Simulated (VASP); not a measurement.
Mn3Si: single point with PBEsol

Crystal: Mn3Si.

```
Mn Si
1.0
     0.00000    2.84180    2.84180
     2.84180    0.00000    2.84180
     2.84180    2.84180    0.00000
Mn Si
3 1
Direct
  0.75000 0.75000 0.75000
  0.25000 0.25000 0.25000
  0.50000 0.50000 0.50000
  0.00000 0.00000 0.00000
```

| Item | Value |
| --- | --- |
| Program | VASP 6.6.1 |
| Task | single point |
| Functional | PBEsol |
| Potentials or basis | VASP PAW PBE potentials, release 64 (Mn_pv, Si) |
| Cutoff | 520 eV |
| k mesh | 8 × 8 × 8 |
| Occupations | fermi-dirac, width 0.05 eV |
| Spin | collinear spin, ferromagnetic start |
| Starting moments | [4.0, 4.0, 4.0, 0.0] μB |

```yaml
Pressure: -12.3 GPa
Band_gap_on_the_k_mesh: zero (filled and empty bands overlap)
Net_moment: 1.02 μB per cell
Site_moments: Mn -0.81, +2.56 (each value once); Si +0.04 μB
Valence_electrons_inside_the_program's_atomic_spheres: Mn 11.95, 11.84 (each value once); Si 1.62
```

Levels at points of the mesh, in eV from the Fermi level:
Spin up:
| k point | band 18 | band 19 | band 20 | band 21 | band 22 | band 23 | band 24 | band 25 | band 26 | band 27 |
| --- | --- | --- | --- | --- | --- | --- | --- | --- | --- | --- |
| (0.00, 0.00, 0.00) | -2.61 | -0.07 | -0.07 | 0.77 | 0.77 | 0.77 | 1.31 | 1.31 | 3.65 | 4.86 |
| (0.50, 0.00, 0.00) | -1.58 | -0.53 | -0.49 | -0.49 | -0.21 | -0.21 | 0.58 | 0.58 | 0.84 | 4.59 |
| (0.50, 0.50, 0.00) | -2.21 | -1.68 | -0.93 | -0.17 | -0.17 | 0.19 | 0.80 | 0.88 | 0.88 | 1.25 |
Spin down:
| k point | band 17 | band 18 | band 19 | band 20 | band 21 | band 22 | band 23 | band 24 | band 25 | band 26 |
| --- | --- | --- | --- | --- | --- | --- | --- | --- | --- | --- |
| (0.00, 0.00, 0.00) | -1.40 | -1.40 | 0.09 | 0.09 | 0.09 | 0.79 | 0.79 | 1.82 | 1.82 | 3.98 |
| (0.50, 0.00, 0.00) | -1.94 | -1.94 | -1.17 | -1.17 | -1.14 | 0.94 | 0.94 | 1.50 | 1.67 | 1.67 |
| (0.50, 0.50, 0.00) | -1.98 | -1.98 | -0.78 | -0.78 | -0.12 | 0.47 | 0.74 | 0.91 | 1.23 | 1.43 |

Run time: 3.2 min on 1 thread of AMD EPYC 9R45 96-Core Processor (Zen 5), with other jobs on the host, peak memory 0.19 GiB.

Caveat: the cell stands under tension; the PAW data sets were made with another functional, which shifts forces and pressure a little.
